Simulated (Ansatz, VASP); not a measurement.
# Pb: VASP beside Ansatz

INCAR

```
PREC = Accurate ; ENCUT = 600
EDIFF = 1E-6 ; ISMEAR = 0
SIGMA = 0.1 ; LREAL = F
LASPH = T ; NELM = 80
ALGO = Fast ; ISIF = 3
LWAVE = F ; LCHARG = F
GGA = PS ; IBRION = 2
NSW = 100 ; EDIFFG = -0.005
```

KPOINTS

```
Automatic mesh
0
Gamma
  15 15 8
```

Contents of POSCAR:

```
Pb
1.0
    3.5002070000      0.0000000000      0.0000000000
   -1.7501030000      3.0312680000      0.0000000000
    0.0000000000      0.0000000000      5.7158140000
Pb
2
Direct
    0.0000000000      0.0000000000      0.0000000000
    0.3333333300      0.6666666700      0.5000000000
```

Input for Ansatz:

```yaml
crystal:
  lattice:
    - [3.500207, 0.0, 0.0]
    - [-1.750103, 3.031268, 0.0]
    - [0.0, 0.0, 5.715814]
  atoms:
    - { symbol: Pb, position: [0.0, 0.0, 0.0] }
    - { symbol: Pb, position: [0.33333333, 0.66666667, 0.5] }
basis:
  ecutwfc: 420
kpoints:
  mp_grid: { grid: [15, 15, 8] }
hamiltonian:
  xc: pbesol
scf:
  occupations: { method: gaussian, width: 0.1 }
output:
  forces: true
  stress: true
  eigenvalues: true
  write_density: true
  write_potential: true
  elf: true
  volumetric_format: npy
relax:
  adjacent_minimum: "off"
  f_tol: 0.005
  max_steps: 80
  cell: { stress_tol: 0.05 }
```

Alike in both runs: task relaxation of cell and atoms; functional PBEsol; k mesh 15 × 15 × 8; occupations gaussian, width 0.1 eV; no spin polarisation.

```csv
,VASP,Ansatz
version,VASP 6.6.1,Ansatz 0.2.0
potentials or method,"VASP PAW PBE potentials, release 64 (Pb_d), cutoff 600 eV","scalar-relativistic, plane waves, PAW"
valence electrons in the cell,28,28
```

```tsv
	VASP	Ansatz	Ansatz less VASP
gap on the k mesh at the Fermi level, each at its own relaxed structure (eV)	none	none	-
relaxed volume (Å³/atom)	29.91	29.89	-0.020
relaxed length of the cell vector where the two differ most in proportion (Å)	3.473	3.472	-0.0010
```

VASP's potentials were made for PBE, not for PBEsol. A gap of «none» marks a metal or a gap that the smearing closes.

Spin-orbit coupling is off throughout.
